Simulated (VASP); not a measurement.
Input of a VASP 6.6.1 run:

The input INCAR:

```
ALGO = Normal
EDIFF = 1E-6
ENCUT = 520
GGA = PS
ISIF = 2
ISMEAR = -1
LASPH = T
LCHARG = F
LREAL = F
LWAVE = F
NBANDS = 26
NELM = 100
PREC = Accurate
SIGMA = 0.1
```

Contents of KPOINTS:

```
k-points
0
Gamma
  5 5 3
```

File POSCAR:

```
LuZr
1.0
    3.3717317800      0.0000000000      0.0000000000
   -1.6858658900      2.9200053700      0.0000000000
    0.0000000000      0.0000000000      5.2614719100
Lu Zr
1 1
Direct
    0.0000000000      0.0000000000      0.0000000000
    0.3333333297      0.6666666712      0.5000000010
```

Potentials or basis: VASP PAW PBE potentials, release 64 (Lu, Zr_sv).

Run with:

```sh
$ cat potpaw_PBE.64/Lu/POTCAR potpaw_PBE.64/Zr_sv/POTCAR > POTCAR
$ mpirun -np 1 vasp_std > vasp.out
```

**Question.** Estimate the pressure.

**Answer.** -3.3 GPa.

Stress tensor (GPa, compression positive):
```
-3.15  0.00  0.00
 0.00 -3.15  0.00
 0.00  0.00 -3.61
```

Caveat: the k points lie up to 0.43 Å⁻¹ apart; the PAW data sets were made with another functional, which shifts forces and pressure a little.
